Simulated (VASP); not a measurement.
# TePt (P6_3/mmc) in VASP: further runs

Runs on TePt. Level: r2SCAN. Tasks: single point.

Program: VASP 6.6.1. These are calculated values, not measurements. Logs are shortened: lines on timing, memory, paths and dates and some standing lists are left out, and cuts for length are marked.

## Step 1: The cell of the first run

Symmetry: P6_3/mmc, No. 194, hexagonal system. The conventional cell has a = 4.238 Å, b = 4.238 Å, c = 5.629 Å, α = 90.00°, β = 90.00°, γ = 120.00°. Within 3.8 Å of Te (site symmetry -6m2) lie 6 Pt at 2.82 Å and 6 Te at 3.73 Å. Within 3.7 Å of Pt (site symmetry -3m) lie 2 Pt at 2.81 Å and 6 Te at 2.82 Å.

## Step 2: Single point, r2SCAN

The input, POSCAR:

```
TePt
1.0
    4.2376569320      0.0000000000      0.0000000000
   -2.1188284660      3.6699185556      0.0000000000
    0.0000000000      0.0000000000      5.6292641188
Te Pt
2 2
Direct
    0.3333333333      0.6666666667      0.2500000000
    0.6666666667      0.3333333333      0.7500000000
    0.0000000000      0.0000000000      0.0000000000
    0.0000000000      0.0000000000      0.5000000000
```

The input, INCAR.step1:

```
SYSTEM = TePt
ALGO = Normal
EDIFF = 1E-4
ENCUT = 520
GGA = PE
ISMEAR = 0
LASPH = .True.
LCHARG = .False.
LREAL = .False.
LWAVE = .True.
NBANDS = 24
NELM = 60
PREC = Accurate
SIGMA = 0.1
```

The input, INCAR.step2:

```
SYSTEM = TePt
ALGO = Normal
EDIFF = 1E-7
ENCUT = 520
ISIF = 2
ISMEAR = 0
ISTART = 1
LASPH = .True.
LCHARG = .False.
LMIXTAU = .True.
LREAL = .False.
LWAVE = .False.
METAGGA = R2SCAN
NBANDS = 24
NELM = 60
PREC = Accurate
SIGMA = 0.1
```

The input, KPOINTS:

```
k-points
0
Gamma
  12 12 8
  0 0 0
```

Potentials or basis: VASP PAW PBE potentials, release 64 (Te, Pt).

The run is started by

```
$ cat potpaw_PBE.64/Te/POTCAR potpaw_PBE.64/Pt/POTCAR > POTCAR
$ cp INCAR.step1 INCAR
$ mpirun -np 1 vasp_std > vasp.out
$ cp INCAR.step2 INCAR
$ mpirun -np 1 vasp_std > vasp.out
```

OUTCAR:

```text
SYSTEM = TePt
   EDIFF = 1E-7
   ENCUT = 520
   ISIF = 2
   ISMEAR = 0
   ISTART = 1
   LASPH = .True.
   LREAL = .False.
   METAGGA = R2SCAN
   NELM = 60
   PREC = Accurate

 ion  position               nearest neighbor table
   1  0.333  0.667  0.250-   3 2.82   4 2.82   3 2.82   4 2.82   3 2.82   4 2.82
   2  0.667  0.333  0.750-   3 2.82   4 2.82   3 2.82   4 2.82   3 2.82   4 2.82
   3  0.000  0.000  0.000-   4 2.81   4 2.81   1 2.82   2 2.82   1 2.82   2 2.82   2 2.82   1 2.82

   4  0.000  0.000  0.500-   3 2.81   3 2.81   1 2.82   2 2.82   1 2.82   2 2.82   2 2.82   1 2.82

  LATTYP: Found a hexagonal cell.
 ALAT       =     4.2376569320
 C/A-ratio  =     1.3283907143

  Lattice vectors:

 A1 = (   4.2376569320,   0.0000000000,   0.0000000000)
 A2 = (  -2.1188284660,   3.6699185556,   0.0000000000)
 A3 = (   0.0000000000,   0.0000000000,   5.6292641188)

Analysis of symmetry for initial positions (statically):
=====================================================================
 Subroutine PRICEL returns:
 Original cell was already a primitive cell.

 Routine SETGRP: Setting up the symmetry group for a
 hexagonal supercell.

 Subroutine GETGRP returns: Found 24 space group operations
 (whereof 12 operations were pure point group operations)
 out of a pool of 24 trial point group operations.

The static configuration has the point symmetry D_3d.
 The point group associated with its full space group is D_6h.

Analysis of symmetry for dynamics (positions and initial velocities):
=====================================================================
 Subroutine PRICEL returns:
 Original cell was already a primitive cell.

 Routine SETGRP: Setting up the symmetry group for a
 hexagonal supercell.

 Subroutine GETGRP returns: Found 24 space group operations
 (whereof 12 operations were pure point group operations)
 out of a pool of 24 trial point group operations.

The dynamic configuration has the point symmetry D_3d.
 The point group associated with its full space group is D_6h.

 Subroutine INISYM returns: Found 24 space group operations
 (whereof 12 operations are pure point group operations),
 and found     1 'primitive' translations

----------------------------------------------------------------------------------------
[... 89 lines left out ...]
   ISTART =      1    job   : 0-new  1-cont  2-samecut
   ICHARG =      0    charge: 1-file 2-atom 10-const
   ISPIN  =      1    spin polarized calculation?
   LNONCOLLINEAR =      F non collinear calculations
   LSORBIT =      F    spin-orbit coupling
   LASPH  =      T    aspherical Exc in radial PAW
   ENCUT  =  520.0 eV  38.22 Ry    6.18 a.u.   7.88  7.88 10.47*2*pi/ulx,y,z
   NELM   =     60;   NELMIN=  2; NELMDL=  0     # of ELM steps
   EDIFF  = 0.1E-06   stopping-criterion for ELM
   LREAL  =      F    real-space projection
   EDIFFG = 0.1E-05   stopping-criterion for IOM
   NSW    =      0    number of steps for IOM
   IBRION =     -1    ionic relax: 0-MD 1-quasi-New 2-CG
   NFREE  =      0    steps in history (QN), initial steepest desc. (CG)
   ISIF   =      2    stress and relaxation
   ISYM   =      2    0-nonsym 1-usesym 2-fastsym
   POTIM  = 0.5000    time-step for ionic-motion
   TEBEG  =    0.0;   TEEND  =   0.0 temperature during run
   PSTRESS=    0.0 pullay stress
   NELECT =      32.0000    total number of electrons
   NUPDOWN=      -1.0000    fix difference up-down
   EMIN   =  10.00;   EMAX   =-10.00  energy-range for DOS
   EFERMI =   0.00;   METHOD = LEGACY
   ISMEAR =     0;   SIGMA  =   0.10  broadening in eV -4-tet -1-fermi 0-gaus
   EFERMI_NEDOS =   21; number of points for ismear=-14 and -15
   IALGO  =     38    algorithm
   IMIX   =      4    mixing-type and parameters
     AMIX     =   0.40;   BMIX     =  1.00
     AMIX_MAG =   1.60;   BMIX_MAG =  1.00
  volume/ion in A,a.u.               =      21.89       147.70
  Fermi-wavevector in a.u.,A,eV,Ry     =   1.170524  2.211969 18.641692  1.370126
  Thomas-Fermi vector in A             =   2.306981
   LORBIT       =      0    0 simple, 1 ext, 2 COOP (PROOUT), +10 PAW based schemes
   METAGGA = R2SCAN    functional components
   LHFCALC =     F    Hartree Fock is set to
   AEXX    =    0.0000 exact exchange contribution
   IVDW    =     0    specifies the selected vdW correction
   LEPSILON=     F    determine dielectric tensor
   LRPA    =     F    only Hartree local field effects (RPA)
 non-spin polarized calculation
 Gauss-broadening in eV      SIGMA  =   0.10
  energy-cutoff  :      520.00
  volume of cell :       87.55
 maximum number of plane-waves:      2382
 NGX is ok and might be reduce to    32
   NGX = 15   NGY = 15   NGZ = 21

 number of electron      31.9999999 magnetization

 Free energy of the ion-electron system (eV)
  ---------------------------------------------------
  ext. energy  EPLUGINS =         0.00000000
  ---------------------------------------------------
  free energy    TOTEN  =      -154.62908174 eV

  energy without entropy =     -154.61844108  energy(sigma->0) =     -154.62376141

 E-fermi :   9.1872     XC(G=0): -11.8352

 val. band max:        9.1696672267   @ k =   0.1667   0.0000   0.3750
 cond. band min:       9.1881093174   @ k =   0.0000   0.0000   0.1250
 fundamental gap:      0.0184420907
 Fermi energy:         9.1872017496

 k-point     1 :       0.0000    0.0000    0.0000
  band No.  band energies     occupation
      1      -5.2510      2.00000
      2      -2.5083      2.00000
      3       1.7679      2.00000
      4       2.9322      2.00000
      5       2.9322      2.00000
      6       3.6952      2.00000
[... 637 lines left out ...]
     23      16.1500      0.00000
     24      17.4673      0.00000

 [... further k-points ...]
[... 5 lines left out ...]
  --------------------------------------------------------------------------------------
  -------------------------------------------------------------------------------------
  Total       -0.0217300     -0.0217300      0.0073770      0.0000000      0.0000000      0.0000000
  in kB       -0.3976818     -0.3976818      0.1350077      0.0000000      0.0000000      0.0000000
  external PRESSURE =      -0.2201186 kB  Pullay stress =       0.0000000 kB

 VOLUME and BASIS-vectors are now :
 -----------------------------------------------------------------------------
  energy-cutoff  :      520.00
  volume of cell :       87.55
      direct lattice vectors                 reciprocal lattice vectors
     4.237656932  0.000000000  0.000000000     0.235979461  0.136242806  0.000000000
    -2.118828466  3.669918556  0.000000000     0.000000000  0.272485611  0.000000000
     0.000000000  0.000000000  5.629264119     0.000000000  0.000000000  0.177643113

 POSITION                                       TOTAL-FORCE (eV/Angst)
 -----------------------------------------------------------------------------------
     -0.00000      2.44661      1.40732         0.000000     -0.000000      0.000000
      2.11883      1.22331      4.22195        -0.000000      0.000000      0.000000
      0.00000      0.00000      0.00000         0.000000     -0.000000      0.000000
      0.00000      0.00000      2.81463        -0.000000     -0.000000      0.000000
 -----------------------------------------------------------------------------------
    total drift:                                0.000000     -0.000000      0.000000

  FREE ENERGIE OF THE ION-ELECTRON SYSTEM (eV)
  ---------------------------------------------------
  free  energy   TOTEN  =      -154.6290817423 eV

  energy  without entropy=     -154.6184410790  energy(sigma->0) =     -154.62376141
```

OSZICAR.step1:

```text
N       E                     dE             d eps       ncg     rms          rms(c)
DAV:   1     0.163954949454E+03    0.16395E+03   -0.13950E+04  4584   0.118E+03
DAV:   2    -0.126773226185E+02   -0.17663E+03   -0.16222E+03  5448   0.228E+02
DAV:   3    -0.195210066880E+02   -0.68437E+01   -0.66873E+01  5680   0.436E+01
DAV:   4    -0.196134012178E+02   -0.92395E-01   -0.92344E-01  5224   0.559E+00
DAV:   5    -0.196153164025E+02   -0.19152E-02   -0.19150E-02  5792   0.767E-01    0.197E+01
DAV:   6    -0.193656752592E+02    0.24964E+00   -0.72421E-01  4992   0.663E+00    0.118E+01
DAV:   7    -0.193188888889E+02    0.46786E-01   -0.20255E-01  4640   0.333E+00    0.242E+00
DAV:   8    -0.192910886123E+02    0.27800E-01   -0.96834E-02  4800   0.260E+00    0.116E+00
DAV:   9    -0.192914346575E+02   -0.34605E-03   -0.42259E-03  5624   0.344E-01    0.729E-01
DAV:  10    -0.192911654748E+02    0.26918E-03   -0.37870E-03  4768   0.394E-01    0.171E-01
DAV:  11    -0.192910276260E+02    0.13785E-03   -0.28033E-04  4520   0.137E-01    0.150E-01
DAV:  12    -0.192910360899E+02   -0.84640E-05   -0.32724E-05  2592   0.286E-02
   1 F= -.19291036E+02 E0= -.19285041E+02  d E =-.119898E-01
```

Run time: 12 min. Hardware: 1 thread of Intel Xeon 8259CL, shared host; peak memory 0.34 GiB.

What came out:

- Free energy: -154.6291 eV
- Pressure: 0.0 GPa
- Band gap on the k mesh: zero (bands 16 and 17 overlap by 1.30 eV)

Caveat: the PAW data sets were made with another functional, which shifts forces and pressure a little; spin-orbit coupling is left out, which moves the levels of the heavy elements.

## Step 3: Single point, r2SCAN

This run uses another cell than the first one, of 21.26 Å³/atom.

The input, POSCAR:

```
TePt
1.0
    4.1944755341      0.0000000000      0.0000000000
   -2.0972377671      3.6325223681      0.0000000000
    0.0000000000      0.0000000000      5.5823886220
Te Pt
2 2
Direct
    0.3333333333      0.6666666667      0.2500000000
    0.6666666667      0.3333333333      0.7500000000
    0.0000000000      0.0000000000      0.0000000000
    0.0000000000      0.0000000000      0.5000000000
```

The input, INCAR.step1:

```
SYSTEM = TePt
  ALGO = Normal
  EDIFF = 1E-4
  ENCUT = 520
  GGA = PE
  ISMEAR = 0
  LASPH = .TRUE.
  LCHARG = .FALSE.
  LREAL = .FALSE.
  LWAVE = .TRUE.
  NBANDS = 24
  NELM = 100
  PREC = Accurate
  SIGMA = 0.1
```

The input, INCAR.step2:

```
SYSTEM = TePt
  ALGO = Normal
  EDIFF = 1E-6
  ENCUT = 520
  ISIF = 2
  ISMEAR = 0
  ISTART = 1
  LASPH = .TRUE.
  LCHARG = .FALSE.
  LMIXTAU = .TRUE.
  LREAL = .FALSE.
  LWAVE = .FALSE.
  METAGGA = R2SCAN
  NBANDS = 24
  NELM = 100
  PREC = Accurate
  SIGMA = 0.1
```

The input, KPOINTS:

```
k-points
0
G
  12 12 8
  0 0 0
```

Potentials or basis: VASP PAW PBE potentials, release 64 (Te, Pt).

The run is started by

```
$ cat potpaw_PBE.64/Te/POTCAR potpaw_PBE.64/Pt/POTCAR > POTCAR
$ cp INCAR.step1 INCAR
$ mpirun -np 1 vasp_std > vasp.out
$ cp INCAR.step2 INCAR
$ mpirun -np 1 vasp_std > vasp.out
```

Run time: 8.4 min. Hardware: 1 thread of AMD EPYC 9R45 (Zen 5), shared host; peak memory 0.3 GiB.

The run converged. Its results:

* Free energy: -154.5986 eV
* Pressure: 4.0 GPa
* Band gap on the k mesh: zero (bands 16 and 17 overlap by 1.33 eV)

Stress tensor (GPa, compression positive):
```
3.96 0.00 0.00
0.00 3.96 0.00
0.00 0.00 4.06
```

Levels at points of the mesh, in eV from the Fermi level:
```
           k point  band 13  band 14  band 15  band 16  band 17  band 18  band 19  band 20
(0.00, 0.00, 0.00)    -1.79    -1.79     0.11     0.50     2.01     2.07     2.35     2.35
(0.50, 0.00, 0.00)    -2.74    -2.34    -2.14    -1.54     1.36     2.66     3.78     3.91
(0.00, 0.00, 0.50)    -2.60    -2.60     1.00     1.00     1.00     1.00     4.36     4.36
(0.50, 0.00, 0.50)    -3.15    -3.15    -0.48    -0.48     0.55     0.55     2.70     2.70
```

Caveat: the cell stands under pressure; the PAW data sets were made with another functional, which shifts forces and pressure a little; spin-orbit coupling is left out, which moves the levels of the heavy elements.

## Step 4: Single point, r2SCAN

This run uses another cell than the first one, of 21.72 Å³/atom.

The input, POSCAR:

```
TePt
1.0
    4.2261731704      0.0000000000      0.0000000000
   -2.1130865852      3.6599733264      0.0000000000
    0.0000000000      0.0000000000      5.6170111105
Te Pt
2 2
Direct
    0.3333333333      0.6666666667      0.2500000000
    0.6666666667      0.3333333333      0.7500000000
    0.0000000000      0.0000000000      0.0000000000
    0.0000000000      0.0000000000      0.5000000000
```

The input, INCAR.step1:

```
PREC     = Accurate       # precision mode
ENCUT    = 520            # plane-wave cutoff, eV
ISMEAR   = 0              # smearing method
SIGMA    = 0.1            # smearing width, eV
LREAL    = F              # projectors in reciprocal space
LASPH    = T              # aspherical terms in the spheres
NELM     = 100            # most SCF steps
NBANDS   = 24             # bands
GGA      = PE             # functional
ALGO     = Normal         # electronic algorithm
EDIFF    = 1E-4           # SCF threshold, eV
LWAVE    = T              # write WAVECAR
LCHARG   = F              # write CHGCAR
```

The input, INCAR.step2:

```
PREC     = Accurate       # precision mode
ENCUT    = 520            # plane-wave cutoff, eV
EDIFF    = 1E-6           # SCF threshold, eV
ISMEAR   = 0              # smearing method
SIGMA    = 0.1            # smearing width, eV
LREAL    = F              # projectors in reciprocal space
LASPH    = T              # aspherical terms in the spheres
NELM     = 100            # most SCF steps
ALGO     = Normal         # electronic algorithm
ISIF     = 2              # what is computed and relaxed
LWAVE    = F              # write WAVECAR
LCHARG   = F              # write CHGCAR
METAGGA  = R2SCAN         # meta-GGA
LMIXTAU  = T            
NBANDS   = 24             # bands
ISTART   = 1
```

The input, KPOINTS:

```
Automatic mesh
0
Gamma
  12 12 8
```

Potentials or basis: VASP PAW PBE potentials, release 64 (Te, Pt).

The run is started by

```
$ cat potpaw_PBE.64/Te/POTCAR potpaw_PBE.64/Pt/POTCAR > POTCAR
$ cp INCAR.step1 INCAR
$ mpirun -np 1 vasp_std > vasp.out
$ cp INCAR.step2 INCAR
$ mpirun -np 1 vasp_std > vasp.out
```

OUTCAR:

```text
PREC = Accurate
   ENCUT = 520
   EDIFF = 1E-6
   ISMEAR = 0
   LREAL = F
   LASPH = T
   NELM = 100
   ISIF = 2
   METAGGA = R2SCAN
   ISTART = 1

 ion  position               nearest neighbor table
   1  0.333  0.667  0.250-   3 2.82   4 2.82   3 2.82   4 2.82   3 2.82   4 2.82
   2  0.667  0.333  0.750-   3 2.82   4 2.82   3 2.82   4 2.82   3 2.82   4 2.82
   3  0.000  0.000  0.000-   4 2.81   4 2.81   1 2.82   2 2.82   2 2.82   1 2.82   2 2.82   1 2.82

   4  0.000  0.000  0.500-   3 2.81   3 2.81   1 2.82   2 2.82   2 2.82   1 2.82   2 2.82   1 2.82
[... 845 lines left out ...]
     24      17.6383      0.00000

 [... further k-points ...]
[... 5 lines left out ...]
  --------------------------------------------------------------------------------------
  -------------------------------------------------------------------------------------
  Total        0.5213737      0.5213737      0.5541098      0.0000000     -0.0000000      0.0000000
  in kB        9.6145564      9.6145564     10.2182365      0.0000000     -0.0000000      0.0000000
  external PRESSURE =       9.8157831 kB  Pullay stress =       0.0000000 kB

 VOLUME and BASIS-vectors are now :
 -----------------------------------------------------------------------------
  energy-cutoff  :      520.00
  volume of cell :       86.88
      direct lattice vectors                 reciprocal lattice vectors
     4.226173170  0.000000000  0.000000000     0.236620687  0.136613017  0.000000000
    -2.113086585  3.659973326  0.000000000     0.000000000  0.273226035  0.000000000
     0.000000000  0.000000000  5.617011111     0.000000000  0.000000000  0.178030625

 POSITION                                       TOTAL-FORCE (eV/Angst)
 -----------------------------------------------------------------------------------
     -0.00000      2.43998      1.40425        -0.000000     -0.000000      0.000000
      2.11309      1.21999      4.21276         0.000000      0.000000      0.000000
      0.00000      0.00000      0.00000         0.000000     -0.000000      0.000000
      0.00000      0.00000      2.80851         0.000000     -0.000000      0.000000
 -----------------------------------------------------------------------------------
    total drift:                                0.000000     -0.000000      0.000000

  FREE ENERGIE OF THE ION-ELECTRON SYSTEM (eV)
  ---------------------------------------------------
  free  energy   TOTEN  =      -154.6269808113 eV

  energy  without entropy=     -154.6165163210  energy(sigma->0) =     -154.62174857
```

OSZICAR.step1:

```text
N       E                     dE             d eps       ncg     rms          rms(c)
DAV:   1     0.164628762958E+03    0.16463E+03   -0.13954E+04  4576   0.117E+03
DAV:   2    -0.125576644004E+02   -0.17719E+03   -0.16303E+03  5416   0.228E+02
DAV:   3    -0.195089501879E+02   -0.69513E+01   -0.67873E+01  5648   0.440E+01
DAV:   4    -0.196030878916E+02   -0.94138E-01   -0.94087E-01  5208   0.566E+00
DAV:   5    -0.196050362769E+02   -0.19484E-02   -0.19482E-02  5840   0.782E-01    0.201E+01
DAV:   6    -0.193547184337E+02    0.25032E+00   -0.72001E-01  4944   0.663E+00    0.120E+01
DAV:   7    -0.193069942445E+02    0.47724E-01   -0.19982E-01  4632   0.329E+00    0.238E+00
DAV:   8    -0.192799218059E+02    0.27072E-01   -0.93704E-02  4784   0.257E+00    0.114E+00
DAV:   9    -0.192802589411E+02   -0.33714E-03   -0.41355E-03  5704   0.340E-01    0.708E-01
DAV:  10    -0.192800109092E+02    0.24803E-03   -0.35730E-03  4752   0.382E-01    0.162E-01
DAV:  11    -0.192798820395E+02    0.12887E-03   -0.26521E-04  4448   0.133E-01    0.143E-01
DAV:  12    -0.192798907505E+02   -0.87110E-05   -0.31152E-05  2552   0.278E-02
   1 F= -.19279891E+02 E0= -.19273955E+02  d E =-.118712E-01
```

It took 8.3 min on 1 thread of AMD EPYC 9R45 (Zen 5), shared host; peak memory 0.31 GiB.

What came out:

- Free energy: -154.6270 eV
- Pressure: 1.0 GPa
- Band gap on the k mesh: zero (bands 16 and 17 overlap by 1.31 eV)

Caveat: the PAW data sets were made with another functional, which shifts forces and pressure a little; spin-orbit coupling is left out, which moves the levels of the heavy elements.

## Step 5: The runs side by side

| cell | gap on the mesh (eV) | pressure (GPa) |
| --- | --- | --- |
| a = 4.238, b = 4.238, c = 5.629 Å, angles 90.0, 90.0, 120.0°, 4 atoms | none | 0.0 |
| a = 4.194, b = 4.194, c = 5.582 Å, angles 90.0, 90.0, 120.0°, 4 atoms | none | 4.0 |
| a = 4.226, b = 4.226, c = 5.617 Å, angles 90.0, 90.0, 120.0°, 4 atoms | none | 1.0 |

Alike in all rows: task single point; level r2SCAN; potentials or basis VASP PAW PBE potentials, release 64 (Te, Pt); no spin polarisation; k mesh 12 × 12 × 8; cutoff (eV) 520; smearing gaussian 0.1 eV.

Caveats: the PAW data sets were made with another functional, which shifts forces and pressure a little; spin-orbit coupling is left out, which moves the levels of the heavy elements; the cell stands under pressure (at least some runs).

Absolute energies hang on the potentials; compare differences alone.

The gap in the log of VASP goes by the Fermi energy; the results here count the filled bands.